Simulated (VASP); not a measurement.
# Sb in VASP: a series of runs, part 2 of 3

VASP 6.6.1.

**3. Relaxation of cell and atoms, PBE, target pressure 49 GPa, at which the enthalpy is minimised**

Input file INCAR:

```
SYSTEM = Sb
PREC = Accurate
ENCUT = 600
EDIFF = 1E-6
ISMEAR = -1
SIGMA = 0.08
LREAL = .False.
LASPH = .True.
NELM = 100
ALGO = Normal
ISIF = 3
LWAVE = .False.
LCHARG = .False.
GGA = PE
IBRION = 2
NSW = 60
EDIFFG = -0.005
PSTRESS = 490.0
```

Input file KPOINTS:

```
Automatic mesh
0
Gamma
  15 15 15
  0 0 0
```

Input file POSCAR:

```
Sb
1.0
    0.0000000000      2.1213677610      2.1213677610
    2.1213677610      0.0000000000      2.1213677610
    2.1213677610      2.1213677610      0.0000000000
Sb
1
Direct
    0.0000000000      0.0000000000      0.0000000000
```

Potentials or basis: VASP PAW PBE potentials, release 64 (Sb).

On the command line:

```
$ cat potpaw_PBE.64/Sb/POTCAR > POTCAR
$ mpirun -np 1 vasp_std > vasp.out
```

OUTCAR:

```text
SYSTEM = Sb
   PREC = Accurate
   ENCUT = 600
   EDIFF = 1E-6
   ISMEAR = -1
   LREAL = .False.
   LASPH = .True.
   NELM = 100
   ISIF = 3
   GGA = PE
   IBRION = 2
   NSW = 60
   EDIFFG = -0.005
   PSTRESS = 490.0

 ion  position               nearest neighbor table
   1  0.000  0.000  0.000-

  LATTYP: Found a face centered cubic cell.
 ALAT       =     4.2427355220

  Lattice vectors:

 A1 = (   0.0000000000,   2.1213677610,   2.1213677610)
 A2 = (   2.1213677610,   0.0000000000,   2.1213677610)
 A3 = (   2.1213677610,   2.1213677610,   0.0000000000)

Analysis of symmetry for initial positions (statically):
=====================================================================
 Subroutine PRICEL returns:
 Original cell was already a primitive cell.

 Routine SETGRP: Setting up the symmetry group for a
 face centered cubic supercell.

 Subroutine GETGRP returns: Found 48 space group operations
 (whereof 48 operations were pure point group operations)
 out of a pool of 48 trial point group operations.

The static configuration has the point symmetry O_h .

Analysis of symmetry for dynamics (positions and initial velocities):
=====================================================================
 Subroutine PRICEL returns:
 Original cell was already a primitive cell.

 Routine SETGRP: Setting up the symmetry group for a
 face centered cubic supercell.

 Subroutine GETGRP returns: Found 48 space group operations
 (whereof 48 operations were pure point group operations)
 out of a pool of 48 trial point group operations.

The dynamic configuration has the point symmetry O_h .

 Subroutine INISYM returns: Found 48 space group operations
 (whereof 48 operations are pure point group operations),
 and found     1 'primitive' translations

----------------------------------------------------------------------------------------

                                     Primitive cell

  volume of cell :      19.0932

  direct lattice vectors                    reciprocal lattice vectors
     0.000000000  2.121367761  2.121367761    -0.235696992  0.235696992  0.235696992
     2.121367761  0.000000000  2.121367761     0.235696992 -0.235696992  0.235696992
     2.121367761  2.121367761  0.000000000     0.235696992  0.235696992 -0.235696992

  length of vectors
     3.000067058  3.000067058  3.000067058     0.408239165  0.408239165  0.408239165

  position of ions in fractional coordinates (direct lattice)
     0.000000000  0.000000000  0.000000000

  ion indices of the primitive-cell ions
   primitive index   ion index
                 1           1

----------------------------------------------------------------------------------------

 KPOINTS: Automatic mesh

Automatic generation of k-mesh.
 Grid dimensions read from file:
 generate k-points for:   15   15   15

 Generating k-lattice:

  Cartesian coordinates                     Fractional coordinates (reciprocal lattice)
    -0.015713133  0.015713133  0.015713133     0.066666667  0.000000000  0.000000000
     0.015713133 -0.015713133  0.015713133     0.000000000  0.066666667  0.000000000
     0.015713133  0.015713133 -0.015713133     0.000000000  0.000000000  0.066666667

  Length of vectors
     0.027215944  0.027215944  0.027215944

  Shift w.r.t. Gamma in fractional coordinates (k-lattice)
     0.000000000  0.000000000  0.000000000

 Subroutine IBZKPT returns following result:
 ===========================================

 Found    120 irreducible k-points:

 Following reciprocal coordinates:
            Coordinates               Weight
  0.000000  0.000000  0.000000      1.000000
  0.066667  0.000000  0.000000      8.000000
  0.133333  0.000000  0.000000      8.000000
  0.200000  0.000000  0.000000      8.000000
  0.266667  0.000000  0.000000      8.000000
  0.333333  0.000000  0.000000      8.000000
[... 16 lines left out ...]
  0.133333  0.133333  0.000000      6.000000
  0.200000  0.133333  0.000000     24.000000
 [... further k-points ...]
   k-points           NKPTS =    120   k-points in BZ     NKDIM =    120   number of bands    NBANDS=      6
   number of dos      NEDOS =    301   number of ions     NIONS =      1
   total plane-waves  NPLWV =  13824
   dimension x,y,z NGX =    24 NGY =   24 NGZ =   24
   dimension x,y,z NGXF=    48 NGYF=   48 NGZF=   48
   ions per type =               1
   NGX,Y,Z   is equivalent  to a cutoff of  13.30, 13.30, 13.30 a.u.
   NGXF,Y,Z  is equivalent  to a cutoff of  26.60, 26.60, 26.60 a.u.
 SYSTEM =  Sb
   PREC   = accura    normal or accurate (medium, high low for compatibility)
   ISTART =      0    job   : 0-new  1-cont  2-samecut
   ICHARG =      2    charge: 1-file 2-atom 10-const
   ISPIN  =      1    spin polarized calculation?
   LNONCOLLINEAR =      F non collinear calculations
   LSORBIT =      F    spin-orbit coupling
   LASPH  =      T    aspherical Exc in radial PAW
   ENCUT  =  600.0 eV  44.10 Ry    6.64 a.u.   5.99  5.99  5.99*2*pi/ulx,y,z
   NELM   =    100;   NELMIN=  2; NELMDL= -5     # of ELM steps
   EDIFF  = 0.1E-05   stopping-criterion for ELM
   LREAL  =      F    real-space projection
   EDIFFG = -.5E-02   stopping-criterion for IOM
   NSW    =     60    number of steps for IOM
   IBRION =      2    ionic relax: 0-MD 1-quasi-New 2-CG
   NFREE  =      1    steps in history (QN), initial steepest desc. (CG)
   ISIF   =      3    stress and relaxation
   ISYM   =      2    0-nonsym 1-usesym 2-fastsym
   POTIM  = 0.5000    time-step for ionic-motion
   TEBEG  =    0.0;   TEEND  =   0.0 temperature during run
   PSTRESS=  490.0 pullay stress
   NELECT =       5.0000    total number of electrons
   NUPDOWN=      -1.0000    fix difference up-down
   EMIN   =  10.00;   EMAX   =-10.00  energy-range for DOS
   EFERMI =   0.00;   METHOD = LEGACY
   ISMEAR =    -1;   SIGMA  =   0.08  broadening in eV -4-tet -1-fermi 0-gaus
   EFERMI_NEDOS =   21; number of points for ismear=-14 and -15
   IALGO  =     38    algorithm
   IMIX   =      4    mixing-type and parameters
     AMIX     =   0.40;   BMIX     =  1.00
     AMIX_MAG =   1.60;   BMIX_MAG =  1.00
  volume/ion in A,a.u.               =      19.09       128.85
  Fermi-wavevector in a.u.,A,eV,Ry     =   1.047383  1.979267 14.925744  1.097011
  Thomas-Fermi vector in A             =   2.182261
   LORBIT       =      0    0 simple, 1 ext, 2 COOP (PROOUT), +10 PAW based schemes
   GGA     = PE    functional components
   LHFCALC =     F    Hartree Fock is set to
   AEXX    =    0.0000 exact exchange contribution
   IVDW    =     0    specifies the selected vdW correction
   LEPSILON=     F    determine dielectric tensor
   LRPA    =     F    only Hartree local field effects (RPA)
 conjugate gradient relaxation of ions
 non-spin polarized calculation
  energy-cutoff  :      600.00
  volume of cell :       19.09
 maximum number of plane-waves:       650
   NGX = 11   NGY = 11   NGZ = 11

--------------------------------------- Ionic step        1  -------------------------------------------

 number of electron       5.0000000 magnetization

 Free energy of the ion-electron system (eV)
  ---------------------------------------------------
  ext. energy  EPLUGINS =         0.00000000
  ---------------------------------------------------
  free energy    TOTEN  =        -2.91552452 eV

  energy without entropy =       -2.90483824  energy(sigma->0) =       -2.91018138

------------------------ aborting loop because EDIFF is reached ----------------------------------------

  FORCE on cell =-STRESS in cart. coord.  units (eV):
  Direction    XX          YY          ZZ          XY          YZ          ZX
  --------------------------------------------------------------------------------------
  -------------------------------------------------------------------------------------
  Total        5.8938435      5.8938435      5.8938435     -0.0000000     -0.0000000     -0.0000000
  in kB      494.5740128    494.5740128    494.5740128     -0.0000000     -0.0000000     -0.0000000
  external PRESSURE =       4.5740128 kB  Pullay stress =     490.0000000 kB
[... 61 lines left out ...]
--------------------------------------- Ionic step        3  -------------------------------------------

 number of electron       5.0000000 magnetization

 Free energy of the ion-electron system (eV)
  ---------------------------------------------------
  ext. energy  EPLUGINS =         0.00000000
  ---------------------------------------------------
  free energy    TOTEN  =        -2.92579898 eV

  energy without entropy =       -2.91507614  energy(sigma->0) =       -2.92043756

 E-fermi :  13.8029     XC(G=0): -11.7999

 val. band max:       13.7996733204   @ k =  -0.4667   0.4000   0.0667
 cond. band min:      13.9110897921   @ k =   0.4667   0.4000   0.0667
 fundamental gap:      0.1114164717
 Fermi energy:        13.8028849354

 k-point     1 :       0.0000    0.0000    0.0000
  band No.  band energies     occupation
      1      -2.4148      2.00000
      2      21.9505      0.00000
      3      21.9505      0.00000
      4      21.9505      0.00000
      5      23.6908      0.00000
      6      24.9396      0.00000
[... 199 lines left out ...]
 k-point    24 :       0.2000    0.1333    0.0000
  band No.  band energies     occupation
      1      -1.3419      2.00000
      2      17.0868      0.00000
      3      18.5473      0.00000
      4      19.8798      0.00000
      5      21.6589      0.00000
      6      23.3793      0.00000

 [... further k-points ...]

------------------------ aborting loop because EDIFF is reached ----------------------------------------

  FORCE on cell =-STRESS in cart. coord.  units (eV):
  Direction    XX          YY          ZZ          XY          YZ          ZX
  --------------------------------------------------------------------------------------
  -------------------------------------------------------------------------------------
  Total        5.8505599      5.8505599      5.8505599     -0.0000000      0.0000000      0.0000000
  in kB      490.0835488    490.0835488    490.0835488     -0.0000000      0.0000000      0.0000000
  external PRESSURE =       0.0835488 kB  Pullay stress =     490.0000000 kB
[... 20 lines left out ...]
  energy  without entropy=       -2.9150761369  energy(sigma->0) =       -2.92043756

  enthalpy is  TOTEN    =         2.9237635152 eV   P V=        5.8495624952

 reached required accuracy - stopping structural energy minimisation
```

OSZICAR:

```text
N       E                     dE             d eps       ncg     rms          rms(c)
DAV:   1     0.121213849072E+02    0.12121E+02   -0.19030E+03  1452   0.640E+02
DAV:   2    -0.270818497452E+01   -0.14830E+02   -0.14182E+02  2100   0.889E+01
DAV:   3    -0.293005721684E+01   -0.22187E+00   -0.21883E+00  1704   0.114E+01
DAV:   4    -0.293080697281E+01   -0.74976E-03   -0.74975E-03  1968   0.871E-01
[... 13 lines left out ...]
       N       E                     dE             d eps       ncg     rms          rms(c)
DAV:   1    -0.292594568258E+01    0.35250E-01   -0.61712E-03  1614   0.506E-01    0.818E-02
DAV:   2    -0.292585088890E+01    0.94794E-04   -0.69131E-05  1512   0.778E-02    0.455E-02
DAV:   3    -0.292579920092E+01    0.51688E-04   -0.72511E-05  1524   0.545E-02    0.113E-02
DAV:   4    -0.292579897996E+01    0.22096E-06   -0.46185E-07  1326   0.741E-03
   3 F= 0.29237635E+01 E0= 0.29291249E+01  d E =-.469010E-04
```

Run time: 22 s. Hardware: 1 thread of Intel Xeon 8259CL, shared host; peak memory 0.16 GiB.

What came out:

```
Free energy                                                : -2.9258 eV
Relaxed volume                                             : 19.13 Å³/atom
Relaxed cell                                               : a = 3.002 Å, b = 3.002 Å, c = 3.002 Å, α = 60.00°, β = 60.00°, γ = 60.00°
Space group after relaxing (to 0.1 Å)                      : Fm-3m (No. 225)
Energy change on relaxing (the run minimises the enthalpy) : -10.3 meV/atom
Ionic steps                                                : 3
Pressure after relaxing                                    : 49.0 GPa
Band gap on the k mesh                                     : zero (an odd number of electrons rules out a gap without spin polarisation)
```

The path:
```csv
step,energy change (eV),largest force (eV/Å),pressure (GPa),volume (Å³)
1,0.0000,0.0000,49.46,19.09
2,-0.0457,0.0000,47.49,19.24
3,-0.0103,0.0000,49.01,19.13
```

Final structure:
```
Sb
1.0
     0.00000    2.12261    2.12261
     2.12261    0.00000    2.12261
     2.12261    2.12261    0.00000
Sb
1
Direct
  0.00000 0.00000 0.00000
```

Caveat: the cell is relaxed towards a set pressure, so the run minimises the enthalpy, not the energy; spin-orbit coupling is left out, which moves the levels of the heavy elements.

**4. Relaxation of cell and atoms, PBE, target pressure 49 GPa, at which the enthalpy is minimised**

Input file INCAR:

```
PREC = Accurate ; ENCUT = 600
EDIFF = 1E-7 ; ISMEAR = -1
SIGMA = 0.08 ; LREAL = F
LASPH = T ; NELM = 100
ALGO = Normal ; ISIF = 3
LWAVE = F ; LCHARG = F
GGA = PE ; IBRION = 2
NSW = 32 ; EDIFFG = -0.005
PSTRESS = 490.0
```

Input file KPOINTS:

```
regular mesh
0
Gamma
  15 15 15
```

Input file POSCAR:

```
Sb
1.0
    0.0000000000      2.1216634434      2.1216634434
    2.1216634434      0.0000000000      2.1216634434
    2.1216634434      2.1216634434      0.0000000000
Sb
1
Direct
    0.0000000000      0.0000000000      0.0000000000
```

On the command line:

```
$ cat potpaw_PBE.64/Sb/POTCAR > POTCAR
$ mpirun -np 1 vasp_std > vasp.out
```

It took 26 s on 1 thread of Intel Xeon 8259CL, shared host; peak memory 0.16 GiB.

The run converged. Its results:

- Free energy: -2.9258 eV
- Relaxed volume: 19.13 Å³/atom
- Relaxed cell: a = 3.002 Å, b = 3.002 Å, c = 3.002 Å, α = 60.00°, β = 60.00°, γ = 60.00°
- Space group after relaxing (to 0.1 Å): Fm-3m (No. 225)
- Energy change on relaxing (the run minimises the enthalpy): -7.8 meV/atom
- Ionic steps: 3
- Pressure after relaxing: 49.0 GPa
- Band gap on the k mesh: zero (an odd number of electrons rules out a gap without spin polarisation)

Step by step:
| step | energy change (eV) | largest force (eV/Å) | pressure (GPa) | volume (Å³) |
| --- | --- | --- | --- | --- |
| 1 | 0.0000 | 0.0000 | 49.35 | 19.10 |
| 2 | -0.0351 | 0.0000 | 47.84 | 19.22 |
| 3 | -0.0078 | 0.0000 | 49.01 | 19.13 |

Final structure:
```
CELL_PARAMETERS angstrom
0.00000 2.12260 2.12260
2.12260 0.00000 2.12260
2.12260 2.12260 0.00000
ATOMIC_POSITIONS crystal
Sb 0.00000 0.00000 0.00000
```

Levels at points of the mesh, in eV from the Fermi level:
```
           k point  band 1  band 2  band 3  band 4  band 5  band 6
(0.00, 0.00, 0.00)  -16.22    8.15    8.15    8.15    9.89   11.14
```

Caveat: the cell is relaxed towards a set pressure, so the run minimises the enthalpy, not the energy; spin-orbit coupling is left out, which moves the levels of the heavy elements.

**5. Single point, PBE**

This run uses another cell than the first one: it holds 2 atoms, not 1.

Input file INCAR:

```
SYSTEM = Sb
ALGO = Normal
EDIFF = 1E-7
ENCUT = 520
GGA = PE
ISIF = 2
ISMEAR = -1
LASPH = .TRUE.
LCHARG = .FALSE.
LREAL = .FALSE.
LWAVE = .FALSE.
NBANDS = 12
NELM = 60
PREC = Accurate
SIGMA = 0.08
```

Input file KPOINTS:

```
k-points
0
G
  12 12 12
  0 0 0
```

Input file POSCAR:

```
Sb
1.0
    1.5025321270     -0.8674873280      4.8848035900
    0.0000000000      1.7349746560      4.8848035900
   -1.5025321270     -0.8674873280      4.8848035900
Sb
2
Direct
    0.2499997092      0.2499997092      0.2499997092
   -0.2499997092     -0.2499997092     -0.2499997092
```

On the command line:

```
$ cat potpaw_PBE.64/Sb/POTCAR > POTCAR
$ mpirun -np 1 vasp_std > vasp.out
```

Wall time 2.7 min (1 thread of Intel Xeon 8259CL, shared host); peak memory 0.27 GiB.

Results (log left out):

```
Free energy            : -5.8306 eV
Pressure               : 49.3 GPa
Band gap on the k mesh : zero (bands 5 and 6 overlap by 9.97 eV)
```

Levels at points of the mesh, in eV from the Fermi level:
```
           k point  band 1  band 2  band 3  band 4  band 5  band 6  band 7  band 8  band 9  band 10
(0.00, 0.00, 0.00)  -16.23  -10.17   -8.42    5.39    5.39    8.11    8.11    8.26    9.28     9.89
(0.50, 0.00, 0.00)  -10.17  -10.17   -5.29   -5.29   -0.84   -0.84    2.13    2.13    5.70     5.70
(0.50, 0.50, 0.00)  -10.26   -8.43   -7.47   -7.13    0.29    0.39    4.46    4.73    5.47     5.51
(0.50, 0.50, 0.50)  -14.54  -14.54   -0.71   -0.71    6.34    6.34    6.34    6.34    9.20     9.20
```

Caveat: the cell stands under pressure; spin-orbit coupling is left out, which moves the levels of the heavy elements.

(Continued in part 3 of 3.)
